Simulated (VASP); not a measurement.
Runs of VASP 6.6.1 on Ba3SbS2. The structure is that of space group P6/mmm (No. 191), or close to it. The cells are those of the table. The cell was built from a structure type or drawn by symmetry, and may not be a known phase.

```tsv
task	cell	k mesh	cutoff (eV)	gap on the mesh (eV)	pressure (GPa)
single point	a = 8.176, b = 8.176, c = 4.017 Å, angles 90.0, 90.0, 120.0°, 6 atoms	6 × 6 × 10	520	none	0.6
relaxation of cell and atoms	relaxed from a = 6.464, b = 6.464, c = 5.341 Å, angles 90.0, 90.0, 120.0°, 6 atoms	6 × 6 × 8	600	none	0.0
single point	a = 8.157, b = 8.157, c = 4.040 Å, angles 90.0, 90.0, 120.0°, 6 atoms	6 × 6 × 8	520	none	(a)
single point	a = 6.464, b = 6.464, c = 5.341 Å, angles 90.0, 90.0, 120.0°, 6 atoms	3 × 3 × 4	520	none	1.8
```

Alike in all rows: level PBE; potentials or basis VASP PAW PBE potentials, release 64 (Ba_sv, Sb, S); no spin polarisation; smearing gaussian 0.1 eV.

**Question.** Fill in the values left out.

**Answer.** (a) 0.5.

Caveats: some runs use coarse meshes; spin-orbit coupling is left out, which moves the levels of the heavy elements.

A k mesh can miss the band edges, and the runs leave out spin-orbit coupling on Ba, Sb.

A gap of «none» marks levels without a gap at the run's occupations.
